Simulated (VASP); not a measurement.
# SnH2 (P4_2/mnm) in VASP: a series of runs, part 3 of 3

VASP 6.6.1. The steps go on from the part before.

**5. Relaxation of cell and atoms, PBEsol**

This run uses another cell than the first one, of 8.06 Å³/atom.

The input, INCAR:

```
ALGO     = Normal         # electronic algorithm
EDIFF    = 1E-7           # SCF threshold, eV
EDIFFG   = -0.01          # ionic threshold
ENCUT    = 600            # plane-wave cutoff, eV
GGA      = PS             # functional
IBRION   = 2              # ionic algorithm
ISIF     = 3              # what is computed and relaxed
ISMEAR   = -1             # smearing method
LASPH    = True           # aspherical terms in the spheres
LCHARG   = False          # write CHGCAR
LREAL    = False          # projectors in reciprocal space
LWAVE    = False          # write WAVECAR
NELM     = 100            # most SCF steps
NSW      = 100            # ionic steps
PREC     = Accurate       # precision mode
SIGMA    = 0.03           # smearing width, eV
```

The input, KPOINTS:

```
k-points
0
Gamma
  6 6 8
```

The input, POSCAR:

```
SnH2
1.0
    4.1844190400      0.0000000000      0.0000000000
    0.0000000000      4.1844190400      0.0000000000
    0.0000000000      0.0000000000      2.7617165664
Sn H
2 4
Direct
    0.0000000000      0.0000000000      0.0000000000
    0.5000000000      0.5000000000      0.5000000000
    0.3050000000      0.3050000000      0.0000000000
    0.1950000000      0.8050000000      0.5000000000
    0.8050000000      0.1950000000      0.5000000000
    0.6950000000      0.6950000000      0.0000000000
```

Potentials or basis: VASP PAW PBE potentials, release 64 (Sn_d, H).

Run with:

```bash
$ cat potpaw_PBE.64/Sn_d/POTCAR potpaw_PBE.64/H/POTCAR > POTCAR
$ mpirun -np 1 vasp_std > vasp.out
```

OUTCAR:

```text
EDIFF = 1E-7
   EDIFFG = -0.01
   ENCUT = 600
   GGA = PS
   IBRION = 2
   ISIF = 3
   ISMEAR = -1
   LASPH = True
   LREAL = False
   NELM = 100
   NSW = 100
   PREC = Accurate

 ion  position               nearest neighbor table
   1  0.000  0.000  0.000-   4 1.80   5 1.80   4 1.80   5 1.80   3 1.80   6 1.80   2 3.27   2 3.27
                             2 3.27   2 3.27   2 3.27   2 3.27   2 3.27   2 3.27
   2  0.500  0.500  0.500-   3 1.80   6 1.80   3 1.80   6 1.80   5 1.80   4 1.80   1 3.27   1 3.27
                             1 3.27   1 3.27   1 3.27   1 3.27   1 3.27   1 3.27
   3  0.305  0.305  0.000-   2 1.80   2 1.80   1 1.80
   4  0.195  0.805  0.500-   1 1.80   1 1.80   2 1.80
   5  0.805  0.195  0.500-   1 1.80   1 1.80   2 1.80
   6  0.695  0.695  0.000-   2 1.80   2 1.80   1 1.80

  LATTYP: Found a simple tetragonal cell.
 ALAT       =     4.1844190400
 C/A-ratio  =     0.6600000000

  Lattice vectors:

 A1 = (   4.1844190400,   0.0000000000,   0.0000000000)
 A2 = (   0.0000000000,   4.1844190400,   0.0000000000)
 A3 = (   0.0000000000,   0.0000000000,   2.7617165664)

Analysis of symmetry for initial positions (statically):
=====================================================================
 Subroutine PRICEL returns:
 Original cell was already a primitive cell.

 Routine SETGRP: Setting up the symmetry group for a
 simple tetragonal supercell.

 Subroutine GETGRP returns: Found 16 space group operations
 (whereof  8 operations were pure point group operations)
 out of a pool of 16 trial point group operations.

The static configuration has the point symmetry D_2h.
 The point group associated with its full space group is D_4h.

Analysis of symmetry for dynamics (positions and initial velocities):
=====================================================================
 Subroutine PRICEL returns:
 Original cell was already a primitive cell.

 Routine SETGRP: Setting up the symmetry group for a
 simple tetragonal supercell.

 Subroutine GETGRP returns: Found 16 space group operations
 (whereof  8 operations were pure point group operations)
 out of a pool of 16 trial point group operations.

The dynamic configuration has the point symmetry D_2h.
 The point group associated with its full space group is D_4h.

 Subroutine INISYM returns: Found 16 space group operations
 (whereof  8 operations are pure point group operations),
 and found     1 'primitive' translations

----------------------------------------------------------------------------------------

                                     Primitive cell

  volume of cell :      48.3559

  direct lattice vectors                    reciprocal lattice vectors
     4.184419040  0.000000000  0.000000000     0.238981801  0.000000000  0.000000000
     0.000000000  4.184419040  0.000000000     0.000000000  0.238981801  0.000000000
     0.000000000  0.000000000  2.761716566     0.000000000  0.000000000  0.362093638

  length of vectors
     4.184419040  4.184419040  2.761716566     0.238981801  0.238981801  0.362093638

  position of ions in fractional coordinates (direct lattice)
     0.000000000  0.000000000  0.000000000
     0.500000000  0.500000000  0.500000000
     0.305000000  0.305000000  0.000000000
     0.195000000  0.805000000  0.500000000
     0.805000000  0.195000000  0.500000000
     0.695000000  0.695000000  0.000000000

  ion indices of the primitive-cell ions
   primitive index   ion index
                 1           1
                 2           2
                 3           3
                 4           4
                 5           5
                 6           6

----------------------------------------------------------------------------------------
[... 30 lines left out ...]
  0.500000  0.000000  0.000000      2.000000
  0.166667  0.166667  0.000000      4.000000
  0.333333  0.166667  0.000000      8.000000
[... 16 lines left out ...]
  0.333333  0.000000  0.250000      8.000000
  0.500000  0.000000  0.250000      4.000000
 [... further k-points ...]
   k-points           NKPTS =     50   k-points in BZ     NKDIM =     50   number of bands    NBANDS=     20
   number of dos      NEDOS =    301   number of ions     NIONS =      6
   total plane-waves  NPLWV =  31104
   dimension x,y,z NGX =    36 NGY =   36 NGZ =   24
   dimension x,y,z NGXF=    72 NGYF=   72 NGZF=   48
   ions per type =               2   4
   NGX,Y,Z   is equivalent  to a cutoff of  14.30, 14.30, 14.45 a.u.
   NGXF,Y,Z  is equivalent  to a cutoff of  28.61, 28.61, 28.89 a.u.
 SYSTEM =  unknown system
   PREC   = accura    normal or accurate (medium, high low for compatibility)
   ISTART =      0    job   : 0-new  1-cont  2-samecut
   ICHARG =      2    charge: 1-file 2-atom 10-const
   ISPIN  =      1    spin polarized calculation?
   LNONCOLLINEAR =      F non collinear calculations
   LSORBIT =      F    spin-orbit coupling
   LASPH  =      T    aspherical Exc in radial PAW
   ENCUT  =  600.0 eV  44.10 Ry    6.64 a.u.   8.36  8.36  5.52*2*pi/ulx,y,z
   NELM   =    100;   NELMIN=  2; NELMDL= -5     # of ELM steps
   EDIFF  = 0.1E-06   stopping-criterion for ELM
   LREAL  =      F    real-space projection
   EDIFFG = -.1E-01   stopping-criterion for IOM
   NSW    =    100    number of steps for IOM
   IBRION =      2    ionic relax: 0-MD 1-quasi-New 2-CG
   NFREE  =      1    steps in history (QN), initial steepest desc. (CG)
   ISIF   =      3    stress and relaxation
   ISYM   =      2    0-nonsym 1-usesym 2-fastsym
   POTIM  = 0.5000    time-step for ionic-motion
   TEBEG  =    0.0;   TEEND  =   0.0 temperature during run
   PSTRESS=    0.0 pullay stress
   NELECT =      32.0000    total number of electrons
   NUPDOWN=      -1.0000    fix difference up-down
   EMIN   =  10.00;   EMAX   =-10.00  energy-range for DOS
   EFERMI =   0.00;   METHOD = LEGACY
   ISMEAR =    -1;   SIGMA  =   0.03  broadening in eV -4-tet -1-fermi 0-gaus
   EFERMI_NEDOS =   21; number of points for ismear=-14 and -15
   IALGO  =     38    algorithm
   IMIX   =      4    mixing-type and parameters
     AMIX     =   0.40;   BMIX     =  1.00
     AMIX_MAG =   1.60;   BMIX_MAG =  1.00
  volume/ion in A,a.u.               =       8.06        54.39
  Fermi-wavevector in a.u.,A,eV,Ry     =   1.426620  2.695921 27.691189  2.035245
  Thomas-Fermi vector in A             =   2.546878
   LORBIT       =      0    0 simple, 1 ext, 2 COOP (PROOUT), +10 PAW based schemes
   GGA     = PS    functional components
   LHFCALC =     F    Hartree Fock is set to
   AEXX    =    0.0000 exact exchange contribution
   IVDW    =     0    specifies the selected vdW correction
   LEPSILON=     F    determine dielectric tensor
   LRPA    =     F    only Hartree local field effects (RPA)
 conjugate gradient relaxation of ions
 non-spin polarized calculation
  energy-cutoff  :      600.00
  volume of cell :       48.36
 maximum number of plane-waves:      1639
 NGX is ok and might be reduce to    36
   NGX = 17   NGY = 17   NGZ = 11

--------------------------------------- Ionic step        1  -------------------------------------------

 number of electron      31.9999985 magnetization

 Free energy of the ion-electron system (eV)
  ---------------------------------------------------
  ext. energy  EPLUGINS =         0.00000000
  ---------------------------------------------------
  free energy    TOTEN  =       -13.65833373 eV

  energy without entropy =      -13.65437233  energy(sigma->0) =      -13.65635303

 E-fermi :  11.7941     XC(G=0): -11.8867

 val. band max:       11.6884965209   @ k =   0.3333   0.1667   0.5000
 cond. band min:      11.8150075300   @ k =   0.3333   0.1667   0.3750
 fundamental gap:      0.1265110091
 Fermi energy:        11.7941234120

 k-point     1 :       0.0000    0.0000    0.0000
  band No.  band energies     occupation
      1     -11.4397      2.00000
      2     -11.1735      2.00000
      3     -10.9342      2.00000
      4     -10.7107      2.00000
      5     -10.5799      2.00000
      6     -10.5799      2.00000
[... 656 lines left out ...]
  FREE ENERGIE OF THE ION-ELECTRON SYSTEM (eV)
  ---------------------------------------------------
  free  energy   TOTEN  =       -18.9507451516 eV

  energy  without entropy=      -18.9461663470  energy(sigma->0) =      -18.94845575

[... ionic steps 4 to 13 ...]

--------------------------------------- Ionic step       14  -------------------------------------------

 number of electron      32.0000013 magnetization

------------------------ aborting loop because EDIFF is reached ----------------------------------------
[... 75 lines left out ...]
--------------------------------------- Ionic step       16  -------------------------------------------

 number of electron      32.0000014 magnetization

 Free energy of the ion-electron system (eV)
  ---------------------------------------------------
  ext. energy  EPLUGINS =         0.00000000
  ---------------------------------------------------
  free energy    TOTEN  =       -19.04910941 eV

  energy without entropy =      -19.04834327  energy(sigma->0) =      -19.04872634

 E-fermi :   5.4961     XC(G=0):  -9.6426

 val. band max:        5.3412346105   @ k =   0.1667   0.1667   0.5000
 cond. band min:       5.5370014247   @ k =   0.3333   0.3333   0.0000
 fundamental gap:      0.1957668142
 Fermi energy:         5.4960933493

 k-point     1 :       0.0000    0.0000    0.0000
  band No.  band energies     occupation
      1     -16.2788      2.00000
      2     -16.2197      2.00000
      3     -16.2036      2.00000
      4     -16.1948      2.00000
      5     -16.1803      2.00000
      6     -16.1803      2.00000
[... 576 lines left out ...]
  FREE ENERGIE OF THE ION-ELECTRON SYSTEM (eV)
  ---------------------------------------------------
  free  energy   TOTEN  =       -19.0491094060 eV

  energy  without entropy=      -19.0483432687  energy(sigma->0) =      -19.04872634

 reached required accuracy - stopping structural energy minimisation
```

Wall time 3.6 min (1 thread of Intel Xeon 6975P-C (Granite Rapids), shared host); peak memory 0.21 GiB.

Results:

```yaml
Free_energy: -19.0491 eV
Relaxed_volume: 13.16 Å³/atom
Relaxed_cell: a = 4.633 Å, b = 4.633 Å, c = 3.678 Å, α = 90.00°, β = 90.00°, γ = 90.00°
Space_group_after_relaxing_to_0.1_Å: P4_2/mnm (No. 136)
Energy_gained_by_relaxing: 898.5 meV/atom
Ionic_steps: 16
Pressure_after_relaxing: 0.0 GPa
Largest_force_after_relaxing: 0.006 eV/Å
Band_gap_on_the_k_mesh: zero (bands 16 and 17 overlap by 3.28 eV)
```

Forces on the atoms (eV/Å):
```
Sn   0.000  0.000  0.000
Sn   0.000  0.000  0.000
H   -0.005 -0.005  0.000
H    0.005 -0.005  0.000
H   -0.005  0.005  0.000
H    0.005  0.005  0.000
```

The path:
```
step  energy change (eV)  largest force (eV/Å)  pressure (GPa)  volume (Å³)
   1              0.0000                1.0049           77.02        48.36
   2             -5.2948                0.2560            0.57        80.62
   3             -5.2924                0.2729           -0.44        82.41
   4             -5.2953                0.2630            0.12        81.38
   5             -5.3072                0.2078           -0.02        81.64
   6             -5.3262                0.0731           -0.17        82.43
   7             -5.3278                0.0274           -0.23        82.71
   8             -5.3404                0.0261           -0.31        82.54
   9             -5.3726                0.0026           -1.01        81.92
  10             -5.3279                0.0919           -2.01        80.36
  11             -5.3795                0.0049           -1.31        81.61
  12             -5.3897                0.0074           -0.49        79.67
  13             -5.3903                0.0090           -0.19        79.09
  14             -5.3907                0.0114           -0.06        79.03
  15             -5.3907                0.0122           -0.03        79.01
  16             -5.3908                0.0064            0.00        78.96
```

Final structure:
```yaml
crystal:
  lattice:
    - [4.63319, 0.00000, 0.00000]
    - [0.00000, 4.63319, 0.00000]
    - [0.00000, 0.00000, 3.67841]
  atoms:
    - { symbol: Sn, position: [0.00000, 0.00000, 0.00000] }
    - { symbol: Sn, position: [0.50000, 0.50000, 0.50000] }
    - { symbol: H, position: [0.31909, 0.31909, 0.00000] }
    - { symbol: H, position: [0.18091, 0.81909, 0.50000] }
    - { symbol: H, position: [0.81909, 0.18091, 0.50000] }
    - { symbol: H, position: [0.68091, 0.68091, 0.00000] }
```

Caveat: the volume moved by over 15 % at a fixed basis, so the end points are rough; the PAW data sets were made with another functional, which shifts forces and pressure a little; spin-orbit coupling is left out, which moves the levels of the heavy elements.

**6. Summary**

```csv
task,level,cell,k mesh,cutoff (eV),gap on the mesh (eV),pressure (GPa),largest force (eV/Å)
single point,PBEsol,"a = 4.639, b = 4.639, c = 3.691 Å, 6 atoms, atomic positions A",6 × 6 × 8,520,none,-0.1,-
single point,r2SCAN+rVV10,"a = 4.755, b = 4.755, c = 3.624 Å, 6 atoms, atomic positions B",6 × 6 × 6,520,none,0.0,-
single point,r2SCAN+rVV10,"a = 4.755, b = 4.755, c = 3.624 Å, 6 atoms, atomic positions B",6 × 6 × 8,520,none,-0.1,0.03
relaxation of cell and atoms,PBEsol,"relaxed from a = 4.184, b = 4.184, c = 2.762 Å, 6 atoms, atomic positions C",6 × 6 × 8,600,none,0.0,0.01
```

Alike in all rows: potentials or basis VASP PAW PBE potentials, release 64 (Sn_d, H); no spin polarisation; smearing fermi-dirac 0.03 eV.

Caveats: the PAW data sets were made with another functional, which shifts forces and pressure a little; spin-orbit coupling is left out, which moves the levels of the heavy elements; the volume moved by over 15 % at a fixed basis, so the end points are rough (at least some runs).

Total energies depend on the potentials used, so only differences within one code and one set of settings carry meaning.
